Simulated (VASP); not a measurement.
# Ni (Im-3m) in VASP: notebook

Ni is run at these levels: PBEsol, PBE; tasks: single point.

Everything below comes from runs of VASP 6.6.1. Logs are shortened: lines on timing, memory, paths and dates and some standing lists are left out, and cuts for length are marked.

## 1. The cell of the first run

The structure is cubic, space group Im-3m (No. 229). The conventional cell has a = 2.767 Å, b = 2.767 Å, c = 2.767 Å, α = 90.00°, β = 90.00°, γ = 90.00°. Ni (site symmetry m-3m) has 14 Ni at 2.40 to 2.77 Å within 3.2 Å.

## 2. Single point, PBEsol

File INCAR:

```
SYSTEM = Ni
PREC = Accurate ; ENCUT = 520
EDIFF = 1E-6 ; ISMEAR = -1
SIGMA = 0.05 ; LREAL = .False.
LASPH = .True. ; NELM = 60
ALGO = Normal ; ISIF = 2
LWAVE = .False. ; LCHARG = .False.
GGA = PS ; NBANDS = 11
```

File KPOINTS:

```
regular mesh
0
Gamma
  13 13 13
  0 0 0
```

File POSCAR:

```
Ni
1.0
   -1.3837154700      1.3837154700      1.3837154700
    1.3837154700     -1.3837154700      1.3837154700
    1.3837154700      1.3837154700     -1.3837154700
Ni
1
Direct
    0.0000000000      0.0000000000      0.0000000000
```

Potentials or basis: VASP PAW PBE potentials, release 64 (Ni).

Run with:

```sh
$ cat potpaw_PBE.64/Ni/POTCAR > POTCAR
$ mpirun -np 1 vasp_std > vasp.out
```

OUTCAR:

```text
SYSTEM = Ni
   PREC = Accurate
   ENCUT = 520
   EDIFF = 1E-6
   ISMEAR = -1
   LREAL = .False.
   LASPH = .True.
   NELM = 60
   ISIF = 2
   GGA = PS

 ion  position               nearest neighbor table
   1  0.000  0.000  0.000-

  LATTYP: Found a body centered cubic cell.
 ALAT       =     2.7674309400

  Lattice vectors:

 A1 = (  -1.3837154700,   1.3837154700,   1.3837154700)
 A2 = (   1.3837154700,  -1.3837154700,   1.3837154700)
 A3 = (   1.3837154700,   1.3837154700,  -1.3837154700)

Analysis of symmetry for initial positions (statically):
=====================================================================
 Subroutine PRICEL returns:
 Original cell was already a primitive cell.

 Routine SETGRP: Setting up the symmetry group for a
 body centered cubic supercell.

 Subroutine GETGRP returns: Found 48 space group operations
 (whereof 48 operations were pure point group operations)
 out of a pool of 48 trial point group operations.

The static configuration has the point symmetry O_h .

Analysis of symmetry for dynamics (positions and initial velocities):
=====================================================================
 Subroutine PRICEL returns:
 Original cell was already a primitive cell.

 Routine SETGRP: Setting up the symmetry group for a
 body centered cubic supercell.

 Subroutine GETGRP returns: Found 48 space group operations
 (whereof 48 operations were pure point group operations)
 out of a pool of 48 trial point group operations.

The dynamic configuration has the point symmetry O_h .

 Subroutine INISYM returns: Found 48 space group operations
 (whereof 48 operations are pure point group operations),
 and found     1 'primitive' translations

----------------------------------------------------------------------------------------

                                     Primitive cell

  volume of cell :      10.5974

  direct lattice vectors                    reciprocal lattice vectors
    -1.383715470  1.383715470  1.383715470     0.000000000  0.361345964  0.361345964
     1.383715470 -1.383715470  1.383715470     0.361345964  0.000000000  0.361345964
     1.383715470  1.383715470 -1.383715470     0.361345964  0.361345964  0.000000000

  length of vectors
     2.396665497  2.396665497  2.396665497     0.511020363  0.511020363  0.511020363

[... 82 lines left out ...]
   IBRION =     -1    ionic relax: 0-MD 1-quasi-New 2-CG
   NFREE  =      0    steps in history (QN), initial steepest desc. (CG)
   ISIF   =      2    stress and relaxation
   ISYM   =      2    0-nonsym 1-usesym 2-fastsym
   POTIM  = 0.5000    time-step for ionic-motion
   TEBEG  =    0.0;   TEEND  =   0.0 temperature during run
   PSTRESS=    0.0 pullay stress
   NELECT =      10.0000    total number of electrons
   NUPDOWN=      -1.0000    fix difference up-down
   EMIN   =  10.00;   EMAX   =-10.00  energy-range for DOS
   EFERMI =   0.00;   METHOD = LEGACY
   ISMEAR =    -1;   SIGMA  =   0.05  broadening in eV -4-tet -1-fermi 0-gaus
   EFERMI_NEDOS =   21; number of points for ismear=-14 and -15
   IALGO  =     38    algorithm
   IMIX   =      4    mixing-type and parameters
     AMIX     =   0.40;   BMIX     =  1.00
     AMIX_MAG =   1.60;   BMIX_MAG =  1.00
  volume/ion in A,a.u.               =      10.60        71.51
  Fermi-wavevector in a.u.,A,eV,Ry     =   1.605738  3.034405 35.081190  2.578395
  Thomas-Fermi vector in A             =   2.702037
   LORBIT       =      0    0 simple, 1 ext, 2 COOP (PROOUT), +10 PAW based schemes
   GGA     = PS    functional components
   LHFCALC =     F    Hartree Fock is set to
   AEXX    =    0.0000 exact exchange contribution
   IVDW    =     0    specifies the selected vdW correction
   LEPSILON=     F    determine dielectric tensor
   LRPA    =     F    only Hartree local field effects (RPA)
 non-spin polarized calculation
  energy-cutoff  :      520.00
  volume of cell :       10.60
 maximum number of plane-waves:       321
 NGX is ok and might be reduce to    18
   NGX =  9   NGY =  9   NGZ =  9

 number of electron      10.0000004 magnetization

 Free energy of the ion-electron system (eV)
  ---------------------------------------------------
  ext. energy  EPLUGINS =         0.00000000
  ---------------------------------------------------
  free energy    TOTEN  =        -6.02842130 eV

  energy without entropy =       -6.01191210  energy(sigma->0) =       -6.02016670

 E-fermi :   9.3814     XC(G=0): -13.5875

 val. band max:        9.3593407717   @ k =  -0.3846   0.3846   0.1538
 cond. band min:       9.3838238231   @ k =   0.4615   0.0000   0.0000
 fundamental gap:      0.0244830514
 Fermi energy:         9.3813743523

 k-point     1 :       0.0000    0.0000    0.0000
  band No.  band energies     occupation
      1       0.3198      2.00000
      2       7.3945      2.00000
      3       7.3945      2.00000
      4       7.3945      2.00000
      5       8.8016      1.99998
      6       8.8016      1.99998
      7      36.1058      0.00000
      8      36.1058      0.00000
      9      36.1058      0.00000
     10      41.1889      0.00000
     11      41.1889      0.00000
[... 309 lines left out ...]
 k-point    24 :       0.2308    0.0769    0.0769
  band No.  band energies     occupation
      1       4.0857      2.00000
      2       6.6393      2.00000
      3       6.9334      2.00000
      4       8.6888      2.00000
      5       8.8880      1.99990
      6       9.5194      0.11894
      7      22.8486      0.00000
      8      27.4457      0.00000
      9      28.8841      0.00000
     10      37.6575      0.00000
     11      41.3366      0.00000

 [... further k-points ...]

------------------------ aborting loop because EDIFF is reached ----------------------------------------

  FORCE on cell =-STRESS in cart. coord.  units (eV):
  Direction    XX          YY          ZZ          XY          YZ          ZX
  --------------------------------------------------------------------------------------
  -------------------------------------------------------------------------------------
  Total       -0.2821120     -0.2821120     -0.2821120     -0.0000000     -0.0000000      0.0000000
  in kB      -42.6512438    -42.6512438    -42.6512438     -0.0000000     -0.0000000      0.0000000
  external PRESSURE =     -42.6512438 kB  Pullay stress =       0.0000000 kB

 VOLUME and BASIS-vectors are now :
 -----------------------------------------------------------------------------
  energy-cutoff  :      520.00
  volume of cell :       10.60
      direct lattice vectors                 reciprocal lattice vectors
    -1.383715470  1.383715470  1.383715470     0.000000000  0.361345964  0.361345964
     1.383715470 -1.383715470  1.383715470     0.361345964  0.000000000  0.361345964
     1.383715470  1.383715470 -1.383715470     0.361345964  0.361345964  0.000000000

 POSITION                                       TOTAL-FORCE (eV/Angst)
 -----------------------------------------------------------------------------------
      0.00000      0.00000      0.00000        -0.000000      0.000000      0.000000
 -----------------------------------------------------------------------------------
    total drift:                                0.000000      0.000000      0.000000

  FREE ENERGIE OF THE ION-ELECTRON SYSTEM (eV)
  ---------------------------------------------------
  free  energy   TOTEN  =        -6.0284213005 eV

  energy  without entropy=       -6.0119120957  energy(sigma->0) =       -6.02016670
```

stdout:

```text
POSCAR found type information on POSCAR Ni
 POSCAR found :  1 types and       1 ions
 scaLAPACK will be used
 -----------------------------------------------------------------------------
|                                                                             |
|                                                                             |
|     You enforced a specific xc type in the INCAR file but a different       |
|     I HOPE YOU KNOW WHAT YOU ARE DOING!                                     |
|                                                                             |
 -----------------------------------------------------------------------------

 LDA part: xc-table for (Slater+PW92), standard interpolation
 POSCAR, INCAR and KPOINTS ok, starting setup
 FFT: planning ... GRIDC
 FFT: planning ... GRID_SOFT
 FFT: planning ... GRID
 WAVECAR not read
 entering main loop
```

It took 6.8 s on 1 thread of Intel Xeon 6975P-C, shared host; peak memory 0.13 GiB.

What came out:

- Free energy: -6.0284 eV
- Pressure: -4.3 GPa
- Band gap on the k mesh: zero (band 5 reaches 9.72 eV, above the bottom of band 6 at 8.73 eV)

Caveat: the PAW data sets were made with another functional, which shifts forces and pressure a little; the run has no spin polarisation, though such a crystal can be magnetic.

## 3. Single point, PBE, collinear spin, zero start

File INCAR:

```
ALGO     = Normal         # electronic algorithm
EDIFF    = 1E-6           # SCF threshold, eV
ENCUT    = 520            # plane-wave cutoff, eV
GGA      = PE             # functional
ISIF     = 2              # what is computed and relaxed
ISMEAR   = -1             # smearing method
ISPIN    = 2              # spin polarisation
LASPH    = True           # aspherical terms in the spheres
LCHARG   = True           # write CHGCAR
LELF     = True           # ELF
LMAXMIX  = 4              # l up to which the mixer works
LORBIT   = 11             # projections on sites
LREAL    = False          # projectors in reciprocal space
LVHAR    = True         
LWAVE    = False          # write WAVECAR
MAGMOM   = 0              # initial moments
NBANDS   = 15             # bands
NELM     = 150            # most SCF steps
NUPDOWN  = 0.0            # fixed moment
PREC     = Accurate       # precision mode
SIGMA    = 0.05           # smearing width, eV
```

File KPOINTS:

```
k-points
0
Gamma
  11 11 11
```

POSCAR is that of step 2.

Potentials or basis: VASP PAW PBE potentials, release 64 (Ni).

Run with:

```sh
$ cat potpaw_PBE.64/Ni/POTCAR > POTCAR
$ mpirun -np 1 vasp_std > vasp.out
```

It took 26 s on 1 thread of Intel Xeon 8259CL, shared host; peak memory 0.13 GiB.

Results (log left out):

- Free energy: -5.3552 eV
- Pressure: 5.8 GPa
- Net moment: 0.00 μB per cell
- Valence electrons inside the program's atomic spheres: Ni 9.36

Caveat: the total moment is fixed, so each spin has its own Fermi level.
